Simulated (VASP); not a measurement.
# SrO (Fm-3m) in VASP: a series of runs, part 2 of 2

VASP 6.6.1. Earlier steps stand in the parts before.

### Step 5. Single point, r2SCAN+rVV10

This run uses another cell than the first one, of 16.23 Å³/atom, 0.923 times its volume.

POSCAR reads:

```
SrO
1.0
    0.0000000000      2.5316160185      2.5316160185
    2.5316160185      0.0000000000      2.5316160185
    2.5316160185      2.5316160185      0.0000000000
Sr O
1 1
Direct
    0.5000000000      0.5000000000      0.5000000000
    0.0000000000      0.0000000000      0.0000000000
```

INCAR.step1 reads:

```
ALGO = Normal
EDIFF = 1E-4
ENCUT = 520
GGA = PE
ISMEAR = -1
LASPH = T
LCHARG = F
LREAL = F
LWAVE = T
NBANDS = 15
NELM = 80
PREC = Accurate
SIGMA = 0.05
```

INCAR.step2 reads:

```
ALGO = Normal
BPARAM = 11.95
CPARAM = 0.0093
EDIFF = 1E-7
ENCUT = 520
ISIF = 2
ISMEAR = -1
ISTART = 1
IVDW_NL = 2
LASPH = T
LCHARG = T
LELF = T
LMIXTAU = T
LREAL = F
LUSE_VDW = T
LVHAR = T
LWAVE = F
METAGGA = R2SCAN
NBANDS = 15
NELM = 80
PREC = Accurate
SIGMA = 0.05
```

KPOINTS reads:

```
k-points
0
Gamma
  9 9 9
```

Potentials or basis: VASP PAW PBE potentials, release 64 (Sr_sv, O).

On the command line:

```sh
cat potpaw_PBE.64/Sr_sv/POTCAR potpaw_PBE.64/O/POTCAR > POTCAR
cp INCAR.step1 INCAR
mpirun -np 1 vasp_std > vasp.out
cp INCAR.step2 INCAR
mpirun -np 1 vasp_std > vasp.out
```

OUTCAR:

```text
BPARAM = 11.95
   EDIFF = 1E-7
   ENCUT = 520
   ISIF = 2
   ISMEAR = -1
   ISTART = 1
   IVDW_NL = 2
   LASPH = T
   LREAL = F
   METAGGA = R2SCAN
   NELM = 80
   PREC = Accurate

 ion  position               nearest neighbor table
   1  0.500  0.500  0.500-   2 2.53   2 2.53   2 2.53   2 2.53   2 2.53   2 2.53
   2  0.000  0.000  0.000-   1 2.53   1 2.53   1 2.53   1 2.53   1 2.53   1 2.53

  LATTYP: Found a face centered cubic cell.
 ALAT       =     5.0632320370

  Lattice vectors:

 A1 = (   0.0000000000,   2.5316160185,   2.5316160185)
 A2 = (   2.5316160185,   0.0000000000,   2.5316160185)
 A3 = (   2.5316160185,   2.5316160185,   0.0000000000)

Analysis of symmetry for initial positions (statically):
=====================================================================
 Subroutine PRICEL returns:
 Original cell was already a primitive cell.

 Routine SETGRP: Setting up the symmetry group for a
 face centered cubic supercell.

 Subroutine GETGRP returns: Found 48 space group operations
[... 9 lines left out ...]

 Routine SETGRP: Setting up the symmetry group for a
 face centered cubic supercell.

 Subroutine GETGRP returns: Found 48 space group operations
[... 11 lines left out ...]
                                     Primitive cell

  volume of cell :      32.4507

  direct lattice vectors                    reciprocal lattice vectors
     0.000000000  2.531616018  2.531616018    -0.197502305  0.197502305  0.197502305
     2.531616018  0.000000000  2.531616018     0.197502305 -0.197502305  0.197502305
     2.531616018  2.531616018  0.000000000     0.197502305  0.197502305 -0.197502305

  length of vectors
     3.580245708  3.580245708  3.580245708     0.342084028  0.342084028  0.342084028

  position of ions in fractional coordinates (direct lattice)
     0.500000000  0.500000000  0.500000000
     0.000000000  0.000000000  0.000000000

  ion indices of the primitive-cell ions
   primitive index   ion index
                 1           1
                 2           2
[... 93 lines left out ...]
  volume/ion in A,a.u.               =      16.23       109.49
  Fermi-wavevector in a.u.,A,eV,Ry     =   1.293323  2.444026 22.758252  1.672684
  Thomas-Fermi vector in A             =   2.424976
   LORBIT       =      0    0 simple, 1 ext, 2 COOP (PROOUT), +10 PAW based schemes
   METAGGA = R2SCAN    functional components
   LHFCALC =     F    Hartree Fock is set to
   AEXX    =    0.0000 exact exchange contribution
   IVDW_NL    =     2    kernel type
   BPARAM     =11.9500
   IVDW    =     0    specifies the selected vdW correction
   LEPSILON=     F    determine dielectric tensor
   LRPA    =     F    only Hartree local field effects (RPA)
 non-spin polarized calculation
  energy-cutoff  :      520.00
  volume of cell :       32.45
 maximum number of plane-waves:       895
   NGX = 13   NGY = 13   NGZ = 13

 number of electron      15.9999996 magnetization

 Free energy of the ion-electron system (eV)
  ---------------------------------------------------
  ext. energy  EPLUGINS =         0.00000000
  ---------------------------------------------------
  free energy    TOTEN  =       -26.62676768 eV

  energy without entropy =      -26.62676768  energy(sigma->0) =      -26.62676768

 E-fermi :   2.6682     XC(G=0): -10.8845

 val. band max:        1.5408462944   @ k =   0.0000   0.0000   0.0000
 cond. band min:       5.2693872696   @ k =   0.4444   0.4444   0.0000
 fundamental gap:      3.7285409752
 Fermi energy:         2.6681632200

 k-point     1 :       0.0000    0.0000    0.0000
  band No.  band energies     occupation
      1     -31.7285      2.00000
      2     -14.5431      2.00000
      3     -12.7005      2.00000
      4     -12.7005      2.00000
      5     -12.7005      2.00000
      6       1.5408      2.00000
      7       1.5408      2.00000
      8       1.5408      2.00000
      9       6.4880      0.00000
     10       8.4025      0.00000
     11       8.4025      0.00000
     12       8.4025      0.00000
     13      10.8532      0.00000
     14      10.8532      0.00000
[... 401 lines left out ...]
      2     -14.7220      2.00000
      3     -13.5792      2.00000
      4     -13.1095      2.00000
      5     -13.1095      2.00000
      6       1.0779      2.00000
      7       1.4812      2.00000
      8       1.4812      2.00000
      9       5.2694      0.00000
     10      10.2996      0.00000
     11      12.7152      0.00000
     12      13.0340      0.00000
     13      13.4713      0.00000
     14      13.4713      0.00000
     15      17.3790      0.00000

 [... further k-points ...]
[... 5 lines left out ...]
  --------------------------------------------------------------------------------------
  -------------------------------------------------------------------------------------
  Total        1.1510280      1.1510280      1.1510280     -0.0000000      0.0000000      0.0000000
  in kB       56.8293845     56.8293845     56.8293845     -0.0000000      0.0000000      0.0000000
  external PRESSURE =      56.8293845 kB  Pullay stress =       0.0000000 kB

 VOLUME and BASIS-vectors are now :
 -----------------------------------------------------------------------------
  energy-cutoff  :      520.00
  volume of cell :       32.45
      direct lattice vectors                 reciprocal lattice vectors
     0.000000000  2.531616018  2.531616018    -0.197502305  0.197502305  0.197502305
     2.531616018  0.000000000  2.531616018     0.197502305 -0.197502305  0.197502305
     2.531616018  2.531616018  0.000000000     0.197502305  0.197502305 -0.197502305

 POSITION                                       TOTAL-FORCE (eV/Angst)
 -----------------------------------------------------------------------------------
      2.53162      2.53162      2.53162         0.000000      0.000000      0.000000
      0.00000      0.00000      0.00000        -0.000000     -0.000000     -0.000000
 -----------------------------------------------------------------------------------
    total drift:                                0.000000      0.000000      0.000000

  FREE ENERGIE OF THE ION-ELECTRON SYSTEM (eV)
  ---------------------------------------------------
  free  energy   TOTEN  =       -26.6267676840 eV

  energy  without entropy=      -26.6267676839  energy(sigma->0) =      -26.62676768
```

OUTCAR.step1:

```text
EDIFF = 1E-4
   ENCUT = 520
   GGA = PE
   ISMEAR = -1
   LASPH = T
   LREAL = F
[... 650 lines left out ...]
 -----------------------------------------------------------------------------------
      2.53162      2.53162      2.53162         0.000000      0.000000     -0.000000
      0.00000      0.00000      0.00000         0.000000      0.000000      0.000000
 -----------------------------------------------------------------------------------
    total drift:                                0.000000      0.000000      0.000000

  FREE ENERGIE OF THE ION-ELECTRON SYSTEM (eV)
  ---------------------------------------------------
  free  energy   TOTEN  =       -11.9844435671 eV

  energy  without entropy=      -11.9844435671  energy(sigma->0) =      -11.98444357
```

OSZICAR.step1:

```text
N       E                     dE             d eps       ncg     rms          rms(c)
DAV:   1     0.627505318194E+02    0.62751E+02   -0.77807E+03  1050   0.101E+03
DAV:   2    -0.109529426328E+02   -0.73703E+02   -0.68045E+02  1434   0.220E+02
DAV:   3    -0.141310844404E+02   -0.31781E+01   -0.31625E+01  1513   0.390E+01
DAV:   4    -0.142019786413E+02   -0.70894E-01   -0.70875E-01  1302   0.427E+00
DAV:   5    -0.142023264392E+02   -0.34780E-03   -0.34780E-03  1347   0.274E-01    0.180E+01
DAV:   6    -0.121170906137E+02    0.20852E+01   -0.64921E+00  1078   0.199E+01    0.212E+01
DAV:   7    -0.119931104840E+02    0.12398E+00   -0.26285E-01  1295   0.467E+00    0.124E+01
DAV:   8    -0.119821804038E+02    0.10930E-01   -0.11057E-01  1386   0.329E+00    0.604E-01
DAV:   9    -0.119838246127E+02   -0.16442E-02   -0.52865E-03  1344   0.470E-01    0.229E-01
DAV:  10    -0.119843063340E+02   -0.48172E-03   -0.45437E-04  1106   0.194E-01    0.730E-02
DAV:  11    -0.119844277343E+02   -0.12140E-03   -0.11142E-04  1010   0.796E-02    0.295E-02
DAV:  12    -0.119844435671E+02   -0.15833E-04   -0.27696E-05   812   0.390E-02
   1 F= -.11984444E+02 E0= -.11984444E+02  d E =-.442647E-11
```

Wall time 2.7 min (1 thread of Intel Xeon Platinum 8375C at 2.90GHz (Ice Lake), shared host); peak memory 0.27 GiB.

Results:

```yaml
Free_energy: -26.6268 eV
Pressure: 5.7 GPa
Band_gap_on_the_k_mesh: 3.73 eV, indirect (least direct gap 3.79 eV)
```

Levels at points of the mesh, in eV from the valence-band top:
```tsv
k point	band 6	band 7	band 8	band 9	band 10	band 11
(0.00, 0.00, 0.00)	0.00	0.00	0.00	4.95	6.86	6.86
```

Caveat: the PAW data sets were made with another functional, which shifts forces and pressure a little.

### Step 6. Single point, r2SCAN+rVV10

This run uses another cell than the first one, of 16.56 Å³/atom, 0.942 times its volume.

POSCAR reads:

```
SrO
1.0
    0.0000000000      2.5490759911      2.5490759911
    2.5490759911      0.0000000000      2.5490759911
    2.5490759911      2.5490759911      0.0000000000
Sr O
1 1
Direct
    0.5000000000      0.5000000000      0.5000000000
    0.0000000000      0.0000000000      0.0000000000
```

INCAR.step1 reads:

```
SYSTEM = SrO
PREC = Accurate
ENCUT = 520
ISMEAR = -1
SIGMA = 0.05
LREAL = .False.
LASPH = .True.
NELM = 60
NBANDS = 15
GGA = PE
ALGO = Normal
EDIFF = 1E-4
LWAVE = .True.
LCHARG = .False.
```

INCAR.step2 reads:

```
SYSTEM = SrO
PREC = Accurate
ENCUT = 520
EDIFF = 1E-6
ISMEAR = -1
SIGMA = 0.05
LREAL = .False.
LASPH = .True.
NELM = 60
ALGO = Normal
ISIF = 2
LWAVE = .False.
LCHARG = .False.
METAGGA = R2SCAN
LMIXTAU = .True.
LUSE_VDW = .True.
IVDW_NL = 2
BPARAM = 11.95
CPARAM = 0.0093
NBANDS = 15
ISTART = 1
```

KPOINTS reads:

```
Automatic mesh
0
Gamma
  9 9 9
  0 0 0
```

Potentials or basis: VASP PAW PBE potentials, release 64 (Sr_sv, O).

On the command line:

```sh
cat potpaw_PBE.64/Sr_sv/POTCAR potpaw_PBE.64/O/POTCAR > POTCAR
cp INCAR.step1 INCAR
mpirun -np 1 vasp_std > vasp.out
cp INCAR.step2 INCAR
mpirun -np 1 vasp_std > vasp.out
```

It took 2.5 min on 1 thread of Intel Xeon Platinum 8375C at 2.90GHz (Ice Lake), shared host; peak memory 0.27 GiB.

It converged, with:

* Free energy: -26.6462 eV
* Pressure: 3.3 GPa
* Band gap on the k mesh: 3.74 eV, indirect (least direct gap 3.82 eV)

Levels at points of the mesh, in eV from the valence-band top:
```tsv
k point	band 4	band 5	band 6	band 7	band 8	band 9	band 10	band 11	band 12	band 13
(0.00, 0.00, 0.00)	-14.34	-14.34	0.00	0.00	0.00	4.79	6.82	6.82	6.82	9.22
```

Caveat: the PAW data sets were made with another functional, which shifts forces and pressure a little. r2SCAN opens gaps a little over a GGA but as a rule still falls short of measured ones.

### Step 7. Overview

| level | potentials or basis | cell | gap on the mesh (eV) | pressure (GPa) |
| --- | --- | --- | --- | --- |
| LDA | VASP PAW LDA potentials, release 64 (Sr_sv, O) | a = 3.677 Å, angles 60.0°, 2 atoms | 3.18 | -6.3 |
| LDA | VASP PAW LDA potentials, release 64 (Sr_sv, O) | a = 3.700 Å, angles 60.0°, 2 atoms | 3.19 | -7.7 |
| r2SCAN+rVV10 | VASP PAW PBE potentials, release 64 (Sr_sv, O) | a = 3.555 Å, angles 60.0°, 2 atoms | 3.71 | 8.4 |
| r2SCAN+rVV10 | VASP PAW PBE potentials, release 64 (Sr_sv, O) | a = 3.580 Å, angles 60.0°, 2 atoms | 3.73 | 5.7 |
| r2SCAN+rVV10 | VASP PAW PBE potentials, release 64 (Sr_sv, O) | a = 3.605 Å, angles 60.0°, 2 atoms | 3.74 | 3.3 |

Alike in all rows: task single point; no spin polarisation; k mesh 9 × 9 × 9; cutoff (eV) 520; smearing fermi-dirac 0.05 eV.

Caveats: the PAW data sets were made with another functional, which shifts forces and pressure a little (some runs).

Absolute energies hang on the potentials; compare differences alone.
